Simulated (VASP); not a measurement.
Al2As5, 14 atoms in the cell. Symmetry: P3m1, No. 156, trigonal system. Conventional cell: a = 3.899 Å, b = 3.899 Å, c = 23.048 Å, α = 90.00°, β = 90.00°, γ = 120.00°. Within 3.2 Å of Al (site symmetry 3m) lie 4 As at 2.44 to 2.45 Å. Al (site symmetry 3m) has 4 As at 2.40 to 2.46 Å within 3.2 Å. Within 3.2 Å of Al (site symmetry 3m) lie 4 As at 2.40 to 2.46 Å. Al (site symmetry 3m) has 4 As at 2.40 to 2.47 Å within 3.2 Å. As (site symmetry 3m) has 3 Al at 2.44 Å and 3 As at 3.02 Å within 3.2 Å. As (site symmetry 3m) has 4 Al at 2.40 to 2.45 Å within 3.2 Å. As (site symmetry 3m) has 4 Al at 2.40 to 2.46 Å within 3.2 Å. Within 3.2 Å of As (site symmetry 3m) lie 4 Al at 2.40 to 2.46 Å. 

| Item | Value |
| --- | --- |
| Program | VASP 6.6.1 |
| Task | single point |
| Functional | PBE |
| Potentials or basis | VASP PAW PBE potentials, release 64 (Al, As) |
| Cutoff | 520 eV |
| k mesh | 12 × 12 × 2 |
| Occupations | gaussian, width 0.01 eV |
| Spin | no spin polarisation |
| Dipole correction | no |
| Further INCAR settings | ALGO = Normal; EDIFF = 1e-06; NBANDS = 44 |

Potentials or basis: VASP PAW PBE potentials, release 64 (Al, As).

The run is started by

```bash
$ cat potpaw_PBE.64/Al/POTCAR potpaw_PBE.64/As/POTCAR > POTCAR
$ mpirun -np 1 vasp_std > vasp.out
```

Hardware: 1 thread of AMD EPYC 9R45 96-Core Processor (Zen 5), with other jobs on the host.

Task: How long does it take, and how much memory?

Result: Wall time 6.4 min on 1 thread of AMD EPYC 9R45 96-Core Processor (Zen 5), on a shared host, peak memory 0.6 GiB. Counts: scf iterations 18, k points 38.
